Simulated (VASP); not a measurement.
Wanted: the native input for a VASP 6.6.1 run.

```
Task                   : single point
Functional             : revPBE
Potentials or basis    : VASP PAW PBE potentials, release 64 (Rh_pv)
Cutoff                 : 520 eV
k mesh                 : 13 × 13 × 13
Occupations            : methfessel-paxton, width 0.1 eV
Spin                   : no spin polarisation
Dipole correction      : no
Further INCAR settings : ALGO = Normal; EDIFF = 1e-07; NBANDS = 14
```

The structure of Rh lies in POSCAR:

```
Rh
1.0
    0.0000000000      1.8978500000      1.8978500000
    1.8978500000      0.0000000000      1.8978500000
    1.8978500000      1.8978500000      0.0000000000
Rh
1
Direct
    0.0000000000      0.0000000000      0.0000000000
```

One way to write it, as run:

INCAR

```
SYSTEM = Rh
PREC = Accurate ; ENCUT = 520
EDIFF = 1E-7 ; ISMEAR = 1
SIGMA = 0.1 ; LREAL = .False.
LASPH = .True. ; NELM = 100
ALGO = Normal ; ISIF = 2
LWAVE = .False. ; LCHARG = .True.
GGA = RE ; LELF = .True.
LVHAR = .True. ; NBANDS = 14
```

KPOINTS

```
regular mesh
0
Gamma
  13 13 13
  0 0 0
```

Potentials or basis: VASP PAW PBE potentials, release 64 (Rh_pv).

Run with:

```sh
$ cat potpaw_PBE.64/Rh_pv/POTCAR > POTCAR
$ mpirun -np 1 vasp_std > vasp.out
```

It gave:

```
Pressure : 11.0 GPa
```

Caveat: the PAW data sets were made with another functional, which shifts forces and pressure a little.

It took 10 s on 1 thread of Intel Xeon 6975P-C (shared host), peak memory 0.13 GiB.
